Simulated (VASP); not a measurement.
# SrTiO3 (I4/mcm) in VASP: further runs

The runs below take SrTiO3 through single point, with PBEsol.

Program: VASP 6.6.1. These are calculated values, not measurements. Logs are shortened: lines on timing, memory, paths and dates and some standing lists are left out, and cuts for length are marked.

## (1) The cell of the first run

It takes space group I4/mcm (No. 140, tetragonal). The conventional cell has a = 5.487 Å, b = 5.487 Å, c = 7.809 Å, α = 90.00°, β = 90.00°, γ = 90.00°. Within 3.5 Å of Sr (site symmetry -42m) lie 12 O at 2.62 to 2.89 Å and 8 Ti at 3.37 Å. Within 2.6 Å of Ti (site symmetry 4/m) lie 6 O at 1.95 Å. Within 2.6 Å of O (site symmetry 422) lie 2 Ti at 1.95 Å. O (site symmetry m2m) has 2 Ti at 1.95 Å and 4 Sr at 2.62 to 2.89 Å and 8 O at 2.76 Å within 2.9 Å.

## (2) Single point, PBEsol

File INCAR:

```
PREC = Accurate
ENCUT = 520
EDIFF = 1E-6
ISMEAR = 0
SIGMA = 0.02
LREAL = False
LASPH = True
NELM = 100
ALGO = Normal
ISIF = 2
LWAVE = False
LCHARG = False
GGA = PS
NBANDS = 51
```

File KPOINTS:

```
regular mesh
0
Gamma
  8 8 8
```

File POSCAR:

```
SrTiO3
1.0
   -2.7435446935      2.7435446935      3.9043132969
    2.7435446935     -2.7435446935      3.9043132969
    2.7435446935      2.7435446935     -3.9043132969
Sr Ti O
2 2 6
Direct
    0.7500000000      0.2500000000      0.5000000000
    0.2500000000      0.7500000000      0.5000000000
    0.0000000000      0.0000000000      0.0000000000
    0.5000000000      0.5000000000      0.0000000000
    0.2500000000      0.2500000000      0.0000000000
    0.7500000000      0.7500000000      0.0000000000
    0.7253545272      0.2253545272      0.9507090543
    0.2253545272      0.2746454728      0.5000000000
    0.2746454728      0.7746454728      0.0492909457
    0.7746454728      0.7253545272      0.5000000000
```

Potentials or basis: VASP PAW PBE potentials, release 64 (Sr_sv, Ti_sv, O).

On the command line:

```sh
$ cat potpaw_PBE.64/Sr_sv/POTCAR potpaw_PBE.64/Ti_sv/POTCAR potpaw_PBE.64/O/POTCAR > POTCAR
$ mpirun -np 1 vasp_std > vasp.out
```

OUTCAR:

```text
PREC = Accurate
   ENCUT = 520
   EDIFF = 1E-6
   ISMEAR = 0
   LREAL = False
   LASPH = True
   NELM = 100
   ISIF = 2
   GGA = PS

 ion  position               nearest neighbor table
   1  0.750  0.250  0.500-   7 2.62   8 2.62  10 2.62   9 2.62   5 2.74   6 2.74   6 2.74   5 2.74
                             8 2.89  10 2.89   9 2.89   7 2.89   4 3.37   3 3.37   3 3.37   4 3.37
   2  0.250  0.750  0.500-   9 2.62   8 2.62  10 2.62   7 2.62   5 2.74   6 2.74   5 2.74   6 2.74
                            10 2.89   8 2.89   7 2.89   9 2.89   3 3.37   4 3.37   4 3.37   3 3.37
   3  0.000  0.000  0.000-   8 1.95  10 1.95   9 1.95   7 1.95   5 1.95   6 1.95   1 3.37   2 3.37
                             1 3.37   2 3.37   2 3.37   2 3.37   1 3.37   1 3.37
   4  0.500  0.500  0.000-  10 1.95   8 1.95   7 1.95   9 1.95   5 1.95   6 1.95   2 3.37   1 3.37
                             2 3.37   1 3.37   2 3.37   2 3.37   1 3.37   1 3.37
   5  0.250  0.250  0.000-   3 1.95   4 1.95   1 2.74   2 2.74   2 2.74   1 2.74
   6  0.750  0.750  0.000-   3 1.95   4 1.95   1 2.74   2 2.74   1 2.74   2 2.74
   7  0.725  0.225  0.951-   3 1.95   4 1.95   1 2.62   2 2.62   2 2.89   1 2.89
   8  0.225  0.275  0.500-   4 1.95   3 1.95   1 2.62   2 2.62   1 2.89   2 2.89
   9  0.275  0.775  0.049-   3 1.95   4 1.95   2 2.62   1 2.62   1 2.89   2 2.89
  10  0.775  0.725  0.500-   3 1.95   4 1.95   1 2.62   2 2.62   1 2.89   2 2.89

  LATTYP: Found a body centered tetragonal cell.
 ALAT       =     5.4870893870
 C/A-ratio  =     1.4230908307

  Lattice vectors:

 A1 = (  -2.7435446935,   2.7435446935,   3.9043132969)
 A2 = (   2.7435446935,  -2.7435446935,   3.9043132969)
 A3 = (   2.7435446935,   2.7435446935,  -3.9043132969)

Analysis of symmetry for initial positions (statically):
=====================================================================
 Subroutine PRICEL returns:
 Original cell was already a primitive cell.

 Routine SETGRP: Setting up the symmetry group for a
 body centered tetragonal supercell.

 Subroutine GETGRP returns: Found 16 space group operations
 (whereof  8 operations were pure point group operations)
 out of a pool of 16 trial point group operations.

The static configuration has the point symmetry C_4h.
 The point group associated with its full space group is D_4h.

Analysis of symmetry for dynamics (positions and initial velocities):
=====================================================================
 Subroutine PRICEL returns:
 Original cell was already a primitive cell.

 Routine SETGRP: Setting up the symmetry group for a
 body centered tetragonal supercell.

 Subroutine GETGRP returns: Found 16 space group operations
[... 133 lines left out ...]
   EMIN   =  10.00;   EMAX   =-10.00  energy-range for DOS
   EFERMI =   0.00;   METHOD = LEGACY
   ISMEAR =     0;   SIGMA  =   0.02  broadening in eV -4-tet -1-fermi 0-gaus
   EFERMI_NEDOS =   21; number of points for ismear=-14 and -15
   IALGO  =     38    algorithm
   IMIX   =      4    mixing-type and parameters
     AMIX     =   0.40;   BMIX     =  1.00
     AMIX_MAG =   1.60;   BMIX_MAG =  1.00
  volume/ion in A,a.u.               =      11.76        79.33
  Fermi-wavevector in a.u.,A,eV,Ry     =   1.439998  2.721202 28.212966  2.073595
  Thomas-Fermi vector in A             =   2.558791
   LORBIT       =      0    0 simple, 1 ext, 2 COOP (PROOUT), +10 PAW based schemes
   GGA     = PS    functional components
   LHFCALC =     F    Hartree Fock is set to
   AEXX    =    0.0000 exact exchange contribution
   IVDW    =     0    specifies the selected vdW correction
   LEPSILON=     F    determine dielectric tensor
   LRPA    =     F    only Hartree local field effects (RPA)
 non-spin polarized calculation
 Gauss-broadening in eV      SIGMA  =   0.02
  energy-cutoff  :      520.00
  volume of cell :      117.55
 maximum number of plane-waves:      3190
 NGX is ok and might be reduce to    42
   NGX = 21   NGY = 21   NGZ = 21

 number of electron      79.9999998 magnetization

 Free energy of the ion-electron system (eV)
  ---------------------------------------------------
  ext. energy  EPLUGINS =         0.00000000
  ---------------------------------------------------
  free energy    TOTEN  =       -84.04250816 eV

  energy without entropy =      -84.04250816  energy(sigma->0) =      -84.04250816

 E-fermi :   4.1011     XC(G=0): -11.6103

 val. band max:        4.0112279571   @ k =  -0.1250   0.1250   0.0000
 cond. band min:       5.9492974057   @ k =   0.0000   0.0000   0.0000
 fundamental gap:      1.9380694486
 Fermi energy:         4.1010556868

 k-point     1 :       0.0000    0.0000    0.0000
  band No.  band energies     occupation
      1     -52.0851      2.00000
      2     -52.0800      2.00000
      3     -28.5193      2.00000
      4     -28.5184      2.00000
      5     -28.5184      2.00000
      6     -28.4521      2.00000
[... 1285 lines left out ...]
     50      11.2645      0.00000
     51      11.7221      0.00000

 [... further k-points ...]

------------------------ aborting loop because EDIFF is reached ----------------------------------------

  FORCE on cell =-STRESS in cart. coord.  units (eV):
  Direction    XX          YY          ZZ          XY          YZ          ZX
  --------------------------------------------------------------------------------------
  -------------------------------------------------------------------------------------
  Total        0.5201639      0.5201639      0.5411300      0.0000000      0.0000000      0.0000000
  in kB        7.0896051      7.0896051      7.3753635      0.0000000      0.0000000      0.0000000
  external PRESSURE =       7.1848579 kB  Pullay stress =       0.0000000 kB

 VOLUME and BASIS-vectors are now :
 -----------------------------------------------------------------------------
  energy-cutoff  :      520.00
  volume of cell :      117.55
      direct lattice vectors                 reciprocal lattice vectors
    -2.743544694  2.743544694  3.904313297     0.000000000  0.182245983  0.128063493
     2.743544694 -2.743544694  3.904313297     0.182245983  0.000000000  0.128063493
     2.743544694  2.743544694 -3.904313297     0.182245983  0.182245983  0.000000000

 POSITION                                       TOTAL-FORCE (eV/Angst)
 -----------------------------------------------------------------------------------
      0.00000      2.74354      1.95216         0.000000     -0.000000      0.000000
      2.74354      0.00000      1.95216         0.000000      0.000000      0.000000
      0.00000      0.00000      0.00000         0.000000      0.000000      0.000000
      0.00000      0.00000      3.90431         0.000000      0.000000      0.000000
      0.00000      0.00000      1.95216         0.000000      0.000000      0.000000
      0.00000      0.00000      5.85647         0.000000      0.000000      0.000000
      1.23654      3.98009      0.00000         0.004419      0.004419      0.000000
      1.50700      1.23654      0.00000        -0.004419      0.004419     -0.000000
      1.50700     -1.23654      3.90431        -0.004419     -0.004419     -0.000000
      1.23654      1.50700      3.90431         0.004419     -0.004419      0.000000
 -----------------------------------------------------------------------------------
    total drift:                               -0.000000      0.000000      0.000000

  FREE ENERGIE OF THE ION-ELECTRON SYSTEM (eV)
  ---------------------------------------------------
  free  energy   TOTEN  =       -84.0425081591 eV

  energy  without entropy=      -84.0425081591  energy(sigma->0) =      -84.04250816
```

OSZICAR:

```text
N       E                     dE             d eps       ncg     rms          rms(c)
DAV:   1     0.981371062101E+03    0.98137E+03   -0.40164E+04  6018   0.173E+03
DAV:   2     0.440238238922E+02   -0.93735E+03   -0.88316E+03  6530   0.498E+02
DAV:   3    -0.955338563986E+02   -0.13956E+03   -0.13625E+03  7867   0.183E+02
DAV:   4    -0.103038171068E+03   -0.75043E+01   -0.74836E+01  8948   0.416E+01
DAV:   5    -0.103374467644E+03   -0.33630E+00   -0.33597E+00  8788   0.712E+00    0.391E+01
DAV:   6    -0.837419079360E+02    0.19633E+02   -0.10008E+02  8856   0.705E+01    0.236E+01
DAV:   7    -0.842053333181E+02   -0.46343E+00   -0.16818E+01  8088   0.228E+01    0.166E+01
DAV:   8    -0.842752362374E+02   -0.69903E-01   -0.35015E+00  8070   0.157E+01    0.487E+00
DAV:   9    -0.840512415547E+02    0.22399E+00   -0.88957E-01  8133   0.835E+00    0.140E+00
DAV:  10    -0.840789744419E+02   -0.27733E-01   -0.39264E-01  7435   0.297E+00    0.164E+00
DAV:  11    -0.840420212971E+02    0.36953E-01   -0.12232E-01  8033   0.253E+00    0.232E-01
DAV:  12    -0.840425564969E+02   -0.53520E-03   -0.12400E-02  7580   0.556E-01    0.123E-01
DAV:  13    -0.840424627457E+02    0.93751E-04   -0.83698E-04  9463   0.227E-01    0.534E-02
DAV:  14    -0.840425318277E+02   -0.69082E-04   -0.21470E-04  8149   0.939E-02    0.470E-02
DAV:  15    -0.840425076175E+02    0.24210E-04   -0.72060E-05  9172   0.644E-02    0.162E-02
DAV:  16    -0.840425083861E+02   -0.76864E-06   -0.26211E-05  7702   0.213E-02    0.483E-03
DAV:  17    -0.840425081591E+02    0.22701E-06   -0.27781E-06  4867   0.899E-03
   1 F= -.84042508E+02 E0= -.84042508E+02  d E =-.154788E-12
```

Run time: 14 min. Hardware: 1 thread of Oxide Virtual Turin-like, shared host; peak memory 0.42 GiB.

What came out:

```yaml
Free_energy: -84.0425 eV
Pressure: 0.7 GPa
Largest_force: 0.006 eV/Å
Band_gap_on_the_k_mesh: 1.94 eV (least direct gap 1.95 eV)
```

Forces on the atoms (eV/Å):
```
Sr   0.000  0.000  0.000
Sr   0.000  0.000  0.000
Ti   0.000  0.000  0.000
Ti   0.000  0.000  0.000
O    0.000  0.000  0.000
O    0.000  0.000  0.000
O    0.004  0.004  0.000
O   -0.004  0.004  0.000
O   -0.004 -0.004  0.000
O    0.004 -0.004  0.000
```

Levels at points of the mesh, in eV from the valence-band top:
| k point | band 37 | band 38 | band 39 | band 40 | band 41 | band 42 | band 43 | band 44 |
| --- | --- | --- | --- | --- | --- | --- | --- | --- |
| (0.00, 0.00, 0.00) | -0.28 | -0.15 | -0.01 | -0.01 | 1.94 | 1.94 | 1.96 | 4.18 |
| (0.50, 0.00, 0.00) | -0.75 | -0.75 | -0.58 | -0.58 | 3.43 | 3.43 | 3.47 | 3.47 |
| (0.50, 0.50, 0.00) | -1.40 | -0.67 | -0.66 | -0.05 | 2.08 | 3.81 | 3.83 | 3.84 |
| (0.50, 0.50, 0.50) | -1.48 | -0.61 | -0.61 | -0.07 | 2.12 | 3.76 | 3.76 | 3.99 |

Caveat: the PAW data sets were made with another functional, which shifts forces and pressure a little. PBEsol gaps usually lie below the measured ones, often by a third to a half.

## (3) Single point, PBEsol

File INCAR:

```
SYSTEM = SrTiO3
ALGO     = Normal         ! electronic algorithm
EDIFF    = 1E-6           ! SCF threshold, eV
ENCUT    = 520            ! plane-wave cutoff, eV
GGA      = PS             ! functional
ISIF     = 2              ! what is computed and relaxed
ISMEAR   = 0              ! smearing method
LASPH    = .True.         ! aspherical terms in the spheres
LCHARG   = .True.         ! write CHGCAR
LELF     = .True.         ! ELF
LREAL    = .False.        ! projectors in reciprocal space
LVHAR    = .True.       
LWAVE    = .False.        ! write WAVECAR
NBANDS   = 51             ! bands
NELM     = 60             ! most SCF steps
PREC     = Accurate       ! precision mode
SIGMA    = 0.02           ! smearing width, eV
```

File KPOINTS:

```
k-points
0
Gamma
  8 8 8
  0 0 0
```

POSCAR is that of step 2.

Potentials or basis: VASP PAW PBE potentials, release 64 (Sr_sv, Ti_sv, O).

On the command line:

```sh
$ cat potpaw_PBE.64/Sr_sv/POTCAR potpaw_PBE.64/Ti_sv/POTCAR potpaw_PBE.64/O/POTCAR > POTCAR
$ mpirun -np 1 vasp_std > vasp.out
```

OUTCAR:

```text
SYSTEM = SrTiO3
   EDIFF = 1E-6
   ENCUT = 520
   GGA = PS
   ISIF = 2
   ISMEAR = 0
   LASPH = .True.
   LREAL = .False.
   NELM = 60
   PREC = Accurate

 ion  position               nearest neighbor table
   1  0.750  0.250  0.500-   7 2.62   8 2.62  10 2.62   9 2.62   5 2.74   6 2.74   6 2.74   5 2.74
                             8 2.89  10 2.89   9 2.89   7 2.89   4 3.37   3 3.37   3 3.37   4 3.37
   2  0.250  0.750  0.500-   9 2.62   8 2.62  10 2.62   7 2.62   5 2.74   6 2.74   5 2.74   6 2.74
                            10 2.89   8 2.89   7 2.89   9 2.89   3 3.37   4 3.37   4 3.37   3 3.37
   3  0.000  0.000  0.000-   8 1.95  10 1.95   9 1.95   7 1.95   5 1.95   6 1.95   1 3.37   2 3.37
                             1 3.37   2 3.37   2 3.37   2 3.37   1 3.37   1 3.37
   4  0.500  0.500  0.000-  10 1.95   8 1.95   7 1.95   9 1.95   5 1.95   6 1.95   2 3.37   1 3.37
                             2 3.37   1 3.37   2 3.37   2 3.37   1 3.37   1 3.37
   5  0.250  0.250  0.000-   3 1.95   4 1.95   1 2.74   2 2.74   2 2.74   1 2.74
   6  0.750  0.750  0.000-   3 1.95   4 1.95   1 2.74   2 2.74   1 2.74   2 2.74
   7  0.725  0.225  0.951-   3 1.95   4 1.95   1 2.62   2 2.62   2 2.89   1 2.89
   8  0.225  0.275  0.500-   4 1.95   3 1.95   1 2.62   2 2.62   1 2.89   2 2.89
[... 1507 lines left out ...]
     51      11.7221      0.00000

 [... further k-points ...]

------------------------ aborting loop because EDIFF is reached ----------------------------------------

  FORCE on cell =-STRESS in cart. coord.  units (eV):
  Direction    XX          YY          ZZ          XY          YZ          ZX
  --------------------------------------------------------------------------------------
  -------------------------------------------------------------------------------------
  Total        0.5201639      0.5201639      0.5411300      0.0000000      0.0000000      0.0000000
  in kB        7.0896051      7.0896051      7.3753635      0.0000000      0.0000000      0.0000000
  external PRESSURE =       7.1848579 kB  Pullay stress =       0.0000000 kB

 VOLUME and BASIS-vectors are now :
 -----------------------------------------------------------------------------
  energy-cutoff  :      520.00
  volume of cell :      117.55
      direct lattice vectors                 reciprocal lattice vectors
    -2.743544694  2.743544694  3.904313297     0.000000000  0.182245983  0.128063493
     2.743544694 -2.743544694  3.904313297     0.182245983  0.000000000  0.128063493
     2.743544694  2.743544694 -3.904313297     0.182245983  0.182245983  0.000000000

 POSITION                                       TOTAL-FORCE (eV/Angst)
 -----------------------------------------------------------------------------------
      0.00000      2.74354      1.95216         0.000000     -0.000000      0.000000
      2.74354      0.00000      1.95216         0.000000      0.000000      0.000000
      0.00000      0.00000      0.00000         0.000000      0.000000      0.000000
      0.00000      0.00000      3.90431         0.000000      0.000000      0.000000
      0.00000      0.00000      1.95216         0.000000      0.000000      0.000000
      0.00000      0.00000      5.85647         0.000000      0.000000      0.000000
      1.23654      3.98009      0.00000         0.004419      0.004419      0.000000
      1.50700      1.23654      0.00000        -0.004419      0.004419     -0.000000
      1.50700     -1.23654      3.90431        -0.004419     -0.004419     -0.000000
      1.23654      1.50700      3.90431         0.004419     -0.004419      0.000000
 -----------------------------------------------------------------------------------
    total drift:                               -0.000000      0.000000      0.000000

  FREE ENERGIE OF THE ION-ELECTRON SYSTEM (eV)
  ---------------------------------------------------
  free  energy   TOTEN  =       -84.0425081591 eV

  energy  without entropy=      -84.0425081591  energy(sigma->0) =      -84.04250816
```

OSZICAR:

```text
N       E                     dE             d eps       ncg     rms          rms(c)
DAV:   1     0.981371062101E+03    0.98137E+03   -0.40164E+04  6018   0.173E+03
DAV:   2     0.440238238922E+02   -0.93735E+03   -0.88316E+03  6530   0.498E+02
DAV:   3    -0.955338563986E+02   -0.13956E+03   -0.13625E+03  7867   0.183E+02
DAV:   4    -0.103038171068E+03   -0.75043E+01   -0.74836E+01  8948   0.416E+01
DAV:   5    -0.103374467644E+03   -0.33630E+00   -0.33597E+00  8788   0.712E+00    0.391E+01
DAV:   6    -0.837419079360E+02    0.19633E+02   -0.10008E+02  8856   0.705E+01    0.236E+01
DAV:   7    -0.842053333181E+02   -0.46343E+00   -0.16818E+01  8088   0.228E+01    0.166E+01
DAV:   8    -0.842752362374E+02   -0.69903E-01   -0.35015E+00  8070   0.157E+01    0.487E+00
DAV:   9    -0.840512415547E+02    0.22399E+00   -0.88957E-01  8133   0.835E+00    0.140E+00
DAV:  10    -0.840789744419E+02   -0.27733E-01   -0.39264E-01  7435   0.297E+00    0.164E+00
DAV:  11    -0.840420212971E+02    0.36953E-01   -0.12232E-01  8033   0.253E+00    0.232E-01
DAV:  12    -0.840425564969E+02   -0.53520E-03   -0.12400E-02  7580   0.556E-01    0.123E-01
DAV:  13    -0.840424627457E+02    0.93751E-04   -0.83698E-04  9463   0.227E-01    0.534E-02
DAV:  14    -0.840425318277E+02   -0.69082E-04   -0.21470E-04  8149   0.939E-02    0.470E-02
DAV:  15    -0.840425076175E+02    0.24210E-04   -0.72060E-05  9172   0.644E-02    0.162E-02
DAV:  16    -0.840425083861E+02   -0.76864E-06   -0.26211E-05  7702   0.213E-02    0.483E-03
DAV:  17    -0.840425081591E+02    0.22701E-06   -0.27781E-06  4867   0.899E-03
   1 F= -.84042508E+02 E0= -.84042508E+02  d E =-.154788E-12
```

stdout:

```text
POSCAR found type information on POSCAR SrTiO
 POSCAR found :  3 types and      10 ions
 scaLAPACK will be used
 -----------------------------------------------------------------------------
|                                                                             |
|                                                                             |
|     You enforced a specific xc type in the INCAR file but a different       |
|     I HOPE YOU KNOW WHAT YOU ARE DOING!                                     |
|                                                                             |
 -----------------------------------------------------------------------------

 LDA part: xc-table for (Slater+PW92), standard interpolation
 POSCAR, INCAR and KPOINTS ok, starting setup
 FFT: planning ... GRIDC
 FFT: planning ... GRID_SOFT
 FFT: planning ... GRID
 WAVECAR not read
 entering main loop
```

Run time: 12 min. Hardware: 1 thread of Oxide Virtual Turin-like, shared host; peak memory 0.42 GiB.

Results:

```
Free energy            : -84.0425 eV
Pressure               : 0.7 GPa
Largest force          : 0.006 eV/Å
Band gap on the k mesh : 1.94 eV (least direct gap 1.95 eV)
```

Forces on the atoms (eV/Å):
```
Sr   0.000  0.000  0.000
Sr   0.000  0.000  0.000
Ti   0.000  0.000  0.000
Ti   0.000  0.000  0.000
O    0.000  0.000  0.000
O    0.000  0.000  0.000
O    0.004  0.004  0.000
O   -0.004  0.004  0.000
O   -0.004 -0.004  0.000
O    0.004 -0.004  0.000
```

Caveat: the PAW data sets were made with another functional, which shifts forces and pressure a little. A k mesh can miss the band edges.
